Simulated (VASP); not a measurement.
# LiHPd (P4/mmm) in VASP: further runs, part 2 of 2

VASP 6.6.1. Earlier steps stand in the parts before.

## (3) Single point, LDA

This run uses another cell than the first one, of 9.30 Å³/atom, 1.028 times its volume.

INCAR reads:

```
SYSTEM = LiHPd
PREC     = Accurate       ! precision mode
ENCUT    = 520            ! plane-wave cutoff, eV
EDIFF    = 1E-7           ! SCF threshold, eV
ISMEAR   = 0              ! smearing method
SIGMA    = 0.15           ! smearing width, eV
LREAL    = .False.        ! projectors in reciprocal space
LASPH    = .True.         ! aspherical terms in the spheres
NELM     = 80             ! most SCF steps
ALGO     = Normal         ! electronic algorithm
ISIF     = 2              ! what is computed and relaxed
LWAVE    = .False.        ! write WAVECAR
LCHARG   = .False.        ! write CHGCAR
GGA      = CA             ! functional
NBANDS   = 14             ! bands
```

KPOINTS reads:

```
regular mesh
0
Gamma
  10 10 7
  0 0 0
```

POSCAR reads:

```
LiHPd
1.0
    2.7081669457      0.0000000000      0.0000000000
    0.0000000000      2.7081669457      0.0000000000
    0.0000000000      0.0000000000      3.8041598725
Li H Pd
1 1 1
Direct
    0.5000000000      0.5000000000      0.5000000000
    0.5000000000      0.5000000000      0.0000000000
    0.0000000000      0.0000000000      0.0000000000
```

Potentials or basis: VASP PAW LDA potentials, release 64 (Li_sv, H, Pd).

Command:

```
$ cat potpaw_LDA.64/Li_sv/POTCAR potpaw_LDA.64/H/POTCAR potpaw_LDA.64/Pd/POTCAR > POTCAR
$ mpirun -np 1 vasp_std > vasp.out
```

OUTCAR:

```text
SYSTEM = LiHPd
   PREC = Accurate
   ENCUT = 520
   EDIFF = 1E-7
   ISMEAR = 0
   LREAL = .False.
   LASPH = .True.
   NELM = 80
   ISIF = 2
   GGA = CA

 ion  position               nearest neighbor table
   1  0.500  0.500  0.500-   3 2.70   3 2.70   3 2.70   3 2.70   3 2.70   3 2.70   3 2.70   3 2.70

   2  0.500  0.500  0.000-   3 1.91   3 1.91   3 1.91   3 1.91
   3  0.000  0.000  0.000-   2 1.91   2 1.91   2 1.91   2 1.91   1 2.70   1 2.70   1 2.70   1 2.70
                             1 2.70   1 2.70   1 2.70   1 2.70

  LATTYP: Found a simple tetragonal cell.
 ALAT       =     2.7081669457
 C/A-ratio  =     1.4046991743

  Lattice vectors:

 A1 = (   2.7081669457,   0.0000000000,   0.0000000000)
 A2 = (   0.0000000000,   2.7081669457,   0.0000000000)
 A3 = (   0.0000000000,   0.0000000000,   3.8041598725)

Analysis of symmetry for initial positions (statically):
=====================================================================
 Subroutine PRICEL returns:
 Original cell was already a primitive cell.

 Routine SETGRP: Setting up the symmetry group for a
 simple tetragonal supercell.

 Subroutine GETGRP returns: Found 16 space group operations
 (whereof 16 operations were pure point group operations)
 out of a pool of 16 trial point group operations.

The static configuration has the point symmetry D_4h.

Analysis of symmetry for dynamics (positions and initial velocities):
=====================================================================
 Subroutine PRICEL returns:
 Original cell was already a primitive cell.

 Routine SETGRP: Setting up the symmetry group for a
 simple tetragonal supercell.

 Subroutine GETGRP returns: Found 16 space group operations
 (whereof 16 operations were pure point group operations)
 out of a pool of 16 trial point group operations.

The dynamic configuration has the point symmetry D_4h.

 Subroutine INISYM returns: Found 16 space group operations
 (whereof 16 operations are pure point group operations),
 and found     1 'primitive' translations

----------------------------------------------------------------------------------------

                                     Primitive cell

  volume of cell :      27.9003

  direct lattice vectors                    reciprocal lattice vectors
     2.708166946  0.000000000  0.000000000     0.369253454  0.000000000  0.000000000
     0.000000000  2.708166946  0.000000000     0.000000000  0.369253454  0.000000000
     0.000000000  0.000000000  3.804159873     0.000000000  0.000000000  0.262870130

  length of vectors
     2.708166946  2.708166946  3.804159873     0.369253454  0.369253454  0.262870130

  position of ions in fractional coordinates (direct lattice)
     0.500000000  0.500000000  0.500000000
     0.500000000  0.500000000  0.000000000
     0.000000000  0.000000000  0.000000000

  ion indices of the primitive-cell ions
   primitive index   ion index
                 1           1
                 2           2
                 3           3

----------------------------------------------------------------------------------------

 KPOINTS: regular mesh

Automatic generation of k-mesh.
[... 49 lines left out ...]
   number of dos      NEDOS =    301   number of ions     NIONS =      3
   total plane-waves  NPLWV =  11200
   dimension x,y,z NGX =    20 NGY =   20 NGZ =   28
   dimension x,y,z NGXF=    40 NGYF=   40 NGZF=   56
   ions per type =               1   1   1
   NGX,Y,Z   is equivalent  to a cutoff of  12.28, 12.28, 12.24 a.u.
   NGXF,Y,Z  is equivalent  to a cutoff of  24.55, 24.55, 24.47 a.u.
 SYSTEM =  LiHPd
   PREC   = accura    normal or accurate (medium, high low for compatibility)
   ISTART =      0    job   : 0-new  1-cont  2-samecut
   ICHARG =      2    charge: 1-file 2-atom 10-const
   ISPIN  =      1    spin polarized calculation?
   LNONCOLLINEAR =      F non collinear calculations
   LSORBIT =      F    spin-orbit coupling
   LASPH  =      T    aspherical Exc in radial PAW
   ENCUT  =  520.0 eV  38.22 Ry    6.18 a.u.   5.04  5.04  7.07*2*pi/ulx,y,z
   NELM   =     80;   NELMIN=  2; NELMDL= -5     # of ELM steps
   EDIFF  = 0.1E-06   stopping-criterion for ELM
   LREAL  =      F    real-space projection
   EDIFFG = 0.1E-05   stopping-criterion for IOM
   NSW    =      0    number of steps for IOM
   IBRION =     -1    ionic relax: 0-MD 1-quasi-New 2-CG
   NFREE  =      0    steps in history (QN), initial steepest desc. (CG)
   ISIF   =      2    stress and relaxation
   ISYM   =      2    0-nonsym 1-usesym 2-fastsym
   POTIM  = 0.5000    time-step for ionic-motion
   TEBEG  =    0.0;   TEEND  =   0.0 temperature during run
   PSTRESS=    0.0 pullay stress
   NELECT =      14.0000    total number of electrons
   NUPDOWN=      -1.0000    fix difference up-down
   EMIN   =  10.00;   EMAX   =-10.00  energy-range for DOS
   EFERMI =   0.00;   METHOD = LEGACY
   ISMEAR =     0;   SIGMA  =   0.15  broadening in eV -4-tet -1-fermi 0-gaus
   EFERMI_NEDOS =   21; number of points for ismear=-14 and -15
   IALGO  =     38    algorithm
   IMIX   =      4    mixing-type and parameters
     AMIX     =   0.40;   BMIX     =  1.00
     AMIX_MAG =   1.60;   BMIX_MAG =  1.00
  volume/ion in A,a.u.               =       9.30        62.76
  Fermi-wavevector in a.u.,A,eV,Ry     =   1.300911  2.458366 23.026089  1.692370
  Thomas-Fermi vector in A             =   2.432079
   LORBIT       =      0    0 simple, 1 ext, 2 COOP (PROOUT), +10 PAW based schemes
   GGA     = CA    functional components
   LHFCALC =     F    Hartree Fock is set to
   AEXX    =    0.0000 exact exchange contribution
   IVDW    =     0    specifies the selected vdW correction
   LEPSILON=     F    determine dielectric tensor
   LRPA    =     F    only Hartree local field effects (RPA)
 non-spin polarized calculation
 Gauss-broadening in eV      SIGMA  =   0.15
  energy-cutoff  :      520.00
  volume of cell :       27.90
 maximum number of plane-waves:       776
   NGX = 11   NGY = 11   NGZ = 15

 number of electron      14.0000001 magnetization

 Free energy of the ion-electron system (eV)
  ---------------------------------------------------
  ext. energy  EPLUGINS =         0.00000000
  ---------------------------------------------------
  free energy    TOTEN  =       -13.44951653 eV

  energy without entropy =      -13.44510430  energy(sigma->0) =      -13.44731042

 E-fermi :   7.1007     XC(G=0): -11.5493

 val. band max:        7.0101021179   @ k =   0.5000   0.0000   0.4286
 cond. band min:       7.1275443967   @ k =   0.3000   0.1000   0.4286
 fundamental gap:      0.1174422788
 Fermi energy:         7.1007450457

 k-point     1 :       0.0000    0.0000    0.0000
  band No.  band energies     occupation
      1     -37.7643      2.00000
      2      -2.7729      2.00000
      3       1.6833      2.00000
      4       2.4326      2.00000
      5       4.9420      2.00000
      6       4.9420      2.00000
      7       5.3826      2.00000
      8       8.3496      0.00000
      9      13.1162      0.00000
     10      17.5737      0.00000
     11      17.5737      0.00000
     12      22.8270      0.00000
     13      23.0380      0.00000
     14      26.5312      0.00000
[... 377 lines left out ...]
      1     -37.7542      2.00000
      2      -1.8486      2.00000
      3       2.1450      2.00000
      4       2.7942      2.00000
      5       3.7830      2.00000
      6       4.7732      2.00000
      7       4.9904      2.00000
      8       9.0114      0.00000
      9      12.3423      0.00000
     10      16.0317      0.00000
     11      19.1286      0.00000
     12      19.4396      0.00000
     13      24.2132      0.00000
     14      25.9959      0.00000

 [... further k-points ...]

------------------------ aborting loop because EDIFF is reached ----------------------------------------

  FORCE on cell =-STRESS in cart. coord.  units (eV):
  Direction    XX          YY          ZZ          XY          YZ          ZX
  --------------------------------------------------------------------------------------
  -------------------------------------------------------------------------------------
  Total        0.7010374      0.7010374      0.3848823      0.0000000      0.0000000      0.0000000
  in kB       40.2570695     40.2570695     22.1018652      0.0000000      0.0000000      0.0000000
  external PRESSURE =      34.2053347 kB  Pullay stress =       0.0000000 kB

 VOLUME and BASIS-vectors are now :
 -----------------------------------------------------------------------------
  energy-cutoff  :      520.00
  volume of cell :       27.90
      direct lattice vectors                 reciprocal lattice vectors
     2.708166946  0.000000000  0.000000000     0.369253454  0.000000000  0.000000000
     0.000000000  2.708166946  0.000000000     0.000000000  0.369253454  0.000000000
     0.000000000  0.000000000  3.804159873     0.000000000  0.000000000  0.262870130

 POSITION                                       TOTAL-FORCE (eV/Angst)
 -----------------------------------------------------------------------------------
      1.35408      1.35408      1.90208         0.000000      0.000000      0.000000
      1.35408      1.35408      0.00000         0.000000      0.000000      0.000000
      0.00000      0.00000      0.00000         0.000000      0.000000      0.000000
 -----------------------------------------------------------------------------------
    total drift:                               -0.000000      0.000000      0.000000

  FREE ENERGIE OF THE ION-ELECTRON SYSTEM (eV)
  ---------------------------------------------------
  free  energy   TOTEN  =       -13.4495165292 eV

  energy  without entropy=      -13.4451043042  energy(sigma->0) =      -13.44731042
```

Run time: 11 s. Hardware: 1 thread of Intel Xeon 6975P-C (Granite Rapids), shared host; peak memory 0.15 GiB.

Results:

| Item | Value |
| --- | --- |
| Free energy | -13.4495 eV |
| Band gap on the k mesh | zero (band 7 reaches 11.24 eV, above the bottom of band 8 at 5.39 eV) |

Levels at points of the mesh, in eV from the Fermi level:
| k point | band 5 | band 6 | band 7 | band 8 | band 9 | band 10 |
| --- | --- | --- | --- | --- | --- | --- |
| (0.00, 0.00, 0.00) | -2.16 | -2.16 | -1.72 | 1.25 | 6.02 | 10.47 |
| (0.50, 0.00, 0.00) | -3.97 | -3.30 | -1.94 | 1.19 | 6.82 | 8.07 |
| (0.50, 0.50, 0.00) | -2.85 | -0.51 | 1.46 | 1.46 | 5.24 | 6.78 |

Caveat: the cutoff is under 1.25 times the usual one of these potentials, so pressure, stress and relaxed cells hold a basis-set (Pulay) error.
